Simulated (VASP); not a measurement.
Runs of VASP 6.6.1 on F. The structure is that of space group Pm-3m (No. 221), or close to it. The cells are those of the table. 

```tsv
cell	gap on the mesh (eV)	pressure (GPa)
a = 2.234 Å, 1 atom	none	-3.7
a = 2.191 Å, 1 atom	none	(a)
a = 2.206 Å, 1 atom	none	-1.8
a = 2.220 Å, 1 atom	none	-2.8
```

Alike in all rows: task single point; level PBE; potentials or basis VASP PAW PBE potentials, release 64 (F); no spin polarisation; k mesh 49 × 49 × 49; cutoff (eV) 520; smearing fermi-dirac 0.0612256 eV.

Estimate the missing entries.

(a) -0.7.

Caveats: the nearest neighbours stand farther apart than a usual bond; an odd number of electrons without spin polarisation forces a metal; a magnetic or distorted state may lie lower; the cell stands under tension (at least some runs).

A gap of «none» marks levels without a gap at the run's occupations.
